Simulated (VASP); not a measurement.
Here is a VASP 6.6.1 calculation.

The input INCAR:

```
ALGO = Normal
EDIFF = 1E-7
EDIFFG = -0.03
ENCUT = 500
GGA = PE
GGA_COMPAT = F
IBRION = 2
ISIF = 3
ISMEAR = -1
LASPH = T
LCHARG = F
LREAL = F
LWAVE = F
NELM = 120
NELMIN = 4
NSW = 60
PREC = Accurate
PSTRESS = 300.0
SIGMA = 0.1
```

KPOINTS

```
k-points
0
Gamma
  20 20 20
```

Contents of POSCAR:

```
Ag
1.0
    0.0000000000      2.0450000000      2.0450000000
    2.0450000000      0.0000000000      2.0450000000
    2.0450000000      2.0450000000      0.0000000000
Ag
1
Direct
    0.0000000000      0.0000000000      0.0000000000
```

Potentials or basis: VASP PAW PBE potentials, release 64 (Ag).

The run is started by

```bash
$ cat potpaw_PBE.64/Ag/POTCAR > POTCAR
$ mpirun -np 1 vasp_std > vasp.out
```

Task: Predict the relaxed volume.

Result: 14.72 Å³/atom.

Task: Estimate the band gap on the k mesh.

Result: Zero (an odd number of electrons rules out a gap without spin polarisation).

Task: Estimate the space group after relaxing (to 0.1 Å).

Result: Fm-3m (No. 225).

Final structure:
```
CELL_PARAMETERS angstrom
0.00000 1.94528 1.94528
1.94528 0.00000 1.94528
1.94528 1.94528 0.00000
ATOMIC_POSITIONS crystal
Ag 0.00000 0.00000 0.00000
```

Caveat: the cell is relaxed towards a set pressure, so the run minimises the enthalpy, not the energy.
